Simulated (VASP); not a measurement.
# ZrS (Fm-3m) in VASP: notebook, part 2 of 4

VASP 6.6.1.

### Step 3. Relaxation of cell and atoms, PBEsol

INCAR reads:

```
PREC = Accurate ; ENCUT = 600
EDIFF = 1E-6 ; ISMEAR = 0
SIGMA = 0.1 ; LREAL = F
LASPH = T ; NELM = 100
ALGO = Normal ; ISIF = 3
LWAVE = F ; LCHARG = F
GGA = PS ; IBRION = 2
NSW = 80 ; EDIFFG = -0.01
```

KPOINTS reads:

```
regular mesh
0
Gamma
  6 6 6
```

POSCAR reads:

```
ZrS
1.0
    0.0000000000      2.6250000000      2.6250000000
    2.6250000000      0.0000000000      2.6250000000
    2.6250000000      2.6250000000      0.0000000000
Zr S
1 1
Direct
    0.0000000000      0.0000000000      0.0000000000
    0.5000000000      0.5000000000      0.5000000000
```

Potentials or basis: VASP PAW PBE potentials, release 64 (Zr_sv, S).

Launch:

```
$ cat potpaw_PBE.64/Zr_sv/POTCAR potpaw_PBE.64/S/POTCAR > POTCAR
$ mpirun -np 1 vasp_std > vasp.out
```

OUTCAR:

```text
PREC = Accurate
   ENCUT = 600
   EDIFF = 1E-6
   ISMEAR = 0
   LREAL = F
   LASPH = T
   NELM = 100
   ISIF = 3
   GGA = PS
   IBRION = 2
   NSW = 80
   EDIFFG = -0.01

 ion  position               nearest neighbor table
   1  0.000  0.000  0.000-   2 2.62   2 2.62   2 2.62   2 2.62   2 2.62   2 2.62
   2  0.500  0.500  0.500-   1 2.62   1 2.62   1 2.62   1 2.62   1 2.62   1 2.62

  LATTYP: Found a face centered cubic cell.
 ALAT       =     5.2500000000

  Lattice vectors:

 A1 = (   0.0000000000,   2.6250000000,   2.6250000000)
 A2 = (   2.6250000000,   0.0000000000,   2.6250000000)
 A3 = (   2.6250000000,   2.6250000000,   0.0000000000)

Analysis of symmetry for initial positions (statically):
=====================================================================
 Subroutine PRICEL returns:
 Original cell was already a primitive cell.

 Routine SETGRP: Setting up the symmetry group for a
 face centered cubic supercell.

 Subroutine GETGRP returns: Found 48 space group operations
 (whereof 48 operations were pure point group operations)
 out of a pool of 48 trial point group operations.

The static configuration has the point symmetry O_h .

Analysis of symmetry for dynamics (positions and initial velocities):
=====================================================================
 Subroutine PRICEL returns:
 Original cell was already a primitive cell.

 Routine SETGRP: Setting up the symmetry group for a
 face centered cubic supercell.

 Subroutine GETGRP returns: Found 48 space group operations
 (whereof 48 operations were pure point group operations)
 out of a pool of 48 trial point group operations.

The dynamic configuration has the point symmetry O_h .

 Subroutine INISYM returns: Found 48 space group operations
 (whereof 48 operations are pure point group operations),
[... 96 lines left out ...]
   TEBEG  =    0.0;   TEEND  =   0.0 temperature during run
   PSTRESS=    0.0 pullay stress
   NELECT =      18.0000    total number of electrons
   NUPDOWN=      -1.0000    fix difference up-down
   EMIN   =  10.00;   EMAX   =-10.00  energy-range for DOS
   EFERMI =   0.00;   METHOD = LEGACY
   ISMEAR =     0;   SIGMA  =   0.10  broadening in eV -4-tet -1-fermi 0-gaus
   EFERMI_NEDOS =   21; number of points for ismear=-14 and -15
   IALGO  =     38    algorithm
   IMIX   =      4    mixing-type and parameters
     AMIX     =   0.40;   BMIX     =  1.00
     AMIX_MAG =   1.60;   BMIX_MAG =  1.00
  volume/ion in A,a.u.               =      18.09       122.06
  Fermi-wavevector in a.u.,A,eV,Ry     =   1.297258  2.451462 22.896950  1.682878
  Thomas-Fermi vector in A             =   2.428662
   LORBIT       =      0    0 simple, 1 ext, 2 COOP (PROOUT), +10 PAW based schemes
   GGA     = PS    functional components
   LHFCALC =     F    Hartree Fock is set to
   AEXX    =    0.0000 exact exchange contribution
   IVDW    =     0    specifies the selected vdW correction
   LEPSILON=     F    determine dielectric tensor
   LRPA    =     F    only Hartree local field effects (RPA)
 conjugate gradient relaxation of ions
 non-spin polarized calculation
 Gauss-broadening in eV      SIGMA  =   0.10
  energy-cutoff  :      600.00
  volume of cell :       36.18
 maximum number of plane-waves:      1243
 NGX is ok and might be reduce to    30
   NGX = 15   NGY = 15   NGZ = 15

--------------------------------------- Ionic step        1  -------------------------------------------

 number of electron      17.9999999 magnetization

 Free energy of the ion-electron system (eV)
  ---------------------------------------------------
  ext. energy  EPLUGINS =         0.00000000
  ---------------------------------------------------
  free energy    TOTEN  =       -16.44075457 eV

  energy without entropy =      -16.42780541  energy(sigma->0) =      -16.43427999

------------------------ aborting loop because EDIFF is reached ----------------------------------------

  FORCE on cell =-STRESS in cart. coord.  units (eV):
  Direction    XX          YY          ZZ          XY          YZ          ZX
  --------------------------------------------------------------------------------------
  -------------------------------------------------------------------------------------
  Total       -1.3364986     -1.3364986     -1.3364986      0.0000000      0.0000000      0.0000000
  in kB      -59.1917491    -59.1917491    -59.1917491      0.0000000      0.0000000      0.0000000
  external PRESSURE =     -59.1917491 kB  Pullay stress =       0.0000000 kB
[... 59 lines left out ...]
--------------------------------------- Ionic step        3  -------------------------------------------

 number of electron      18.0000000 magnetization

 Free energy of the ion-electron system (eV)
  ---------------------------------------------------
  ext. energy  EPLUGINS =         0.00000000
  ---------------------------------------------------
  free energy    TOTEN  =       -16.47089547 eV

  energy without entropy =      -16.45801919  energy(sigma->0) =      -16.46445733

 E-fermi :  11.2508     XC(G=0): -11.6738

 val. band max:       11.2071354181   @ k =   0.3333   0.0000   0.0000
 cond. band min:      11.2601315118   @ k =  -0.3333   0.3333   0.1667
 fundamental gap:      0.0529960937
 Fermi energy:        11.2508333733

 k-point     1 :       0.0000    0.0000    0.0000
  band No.  band energies     occupation
      1     -38.6619      2.00000
      2     -16.6591      2.00000
      3     -16.6591      2.00000
      4     -16.6591      2.00000
      5      -4.8596      2.00000
      6       7.6395      2.00000
      7       7.6395      2.00000
      8       7.6395      2.00000
      9       9.6845      2.00000
     10       9.6845      2.00000
     11       9.6845      2.00000
     12      10.4040      2.00000
     13      10.4040      2.00000
[... 267 lines left out ...]
  FREE ENERGIE OF THE ION-ELECTRON SYSTEM (eV)
  ---------------------------------------------------
  free  energy   TOTEN  =       -16.4708954696 eV

  energy  without entropy=      -16.4580191897  energy(sigma->0) =      -16.46445733

 reached required accuracy - stopping structural energy minimisation
```

OSZICAR:

```text
N       E                     dE             d eps       ncg     rms          rms(c)
DAV:   1     0.136170398733E+03    0.13617E+03   -0.10542E+04   416   0.151E+03
DAV:   2    -0.101633694929E+02   -0.14633E+03   -0.14114E+03   486   0.344E+02
DAV:   3    -0.171257519505E+02   -0.69624E+01   -0.68249E+01   651   0.661E+01
[... 27 lines left out ...]
DAV:   6    -0.164708832583E+02   -0.77905E-03   -0.11603E-03   684   0.228E-01    0.573E-02
DAV:   7    -0.164709002025E+02   -0.16944E-04   -0.40864E-05   524   0.498E-02    0.364E-02
DAV:   8    -0.164708943183E+02    0.58842E-05   -0.21857E-05   491   0.555E-02    0.103E-02
DAV:   9    -0.164708957400E+02   -0.14217E-05   -0.86271E-07   296   0.957E-03    0.139E-03
DAV:  10    -0.164708954696E+02    0.27043E-06   -0.19992E-07   233   0.441E-03
   3 F= -.16470895E+02 E0= -.16464457E+02  d E =-.301409E-01
```

CONTCAR:

```text
ZrS
   1.00000000000000
     0.0000000000000000    2.5869830405279757    2.5869830405279757
     2.5869830405279757    0.0000000000000000    2.5869830405279757
     2.5869830405279757    2.5869830405279757   -0.0000000000000000
  Zr              S
     1     1
Direct
     0.0000000000000000    0.0000000000000000    0.0000000000000000
     0.5000000000000000    0.5000000000000000    0.5000000000000000

  0.00000000E+00  0.00000000E+00  0.00000000E+00
  0.00000000E+00  0.00000000E+00  0.00000000E+00
```

Run time: 30 s. Hardware: 1 thread of AMD EPYC 7R43 (Zen 3), shared host; peak memory 0.14 GiB.

Results:

```yaml
Free_energy: -16.4709 eV
Relaxed_volume: 17.31 Å³/atom
Relaxed_cell: a = 3.659 Å, b = 3.659 Å, c = 3.659 Å, α = 60.00°, β = 60.00°, γ = 60.00°
Space_group_after_relaxing_to_0.05_Å: Fm-3m (No. 225)
Energy_gained_by_relaxing: 15.1 meV/atom
Ionic_steps: 3
Pressure_after_relaxing: -0.1 GPa
```

The path:
| step | energy change (eV) | largest force (eV/Å) | pressure (GPa) | volume (Å³) |
| --- | --- | --- | --- | --- |
| 1 | 0.0000 | 0.0000 | -5.92 | 36.18 |
| 2 | 0.0184 | 0.0000 | 8.98 | 32.79 |
| 3 | -0.0301 | 0.0000 | -0.08 | 34.63 |

Final structure:
```xyz
2
Lattice="0.0000 2.5870 2.5870 2.5870 0.0000 2.5870 2.5870 2.5870 0.0000" Properties=species:S:1:pos:R:3 pbc="T T T"
Zr    0.0000    0.0000    0.0000
S     2.5870    2.5870    2.5870
```

Levels at points of the mesh, in eV from the Fermi level:
| k point | band 5 | band 6 | band 7 | band 8 | band 9 | band 10 | band 11 | band 12 | band 13 |
| --- | --- | --- | --- | --- | --- | --- | --- | --- | --- |
| (0.00, 0.00, 0.00) | -16.11 | -3.61 | -3.61 | -3.61 | -1.57 | -1.57 | -1.57 | -0.85 | -0.85 |
| (0.50, 0.00, 0.00) | -14.38 | -8.34 | -6.23 | -6.23 | 1.46 | 1.46 | 1.82 | 1.82 | 5.82 |
| (0.50, 0.50, 0.00) | -15.22 | -6.42 | -4.57 | -4.57 | -3.77 | 0.42 | 2.42 | 2.42 | 2.88 |

Caveat: the bands computed are all filled at some k points, so no gap is given; the PAW data sets were made with another functional, which shifts forces and pressure a little.

[end of part 2 of 4]
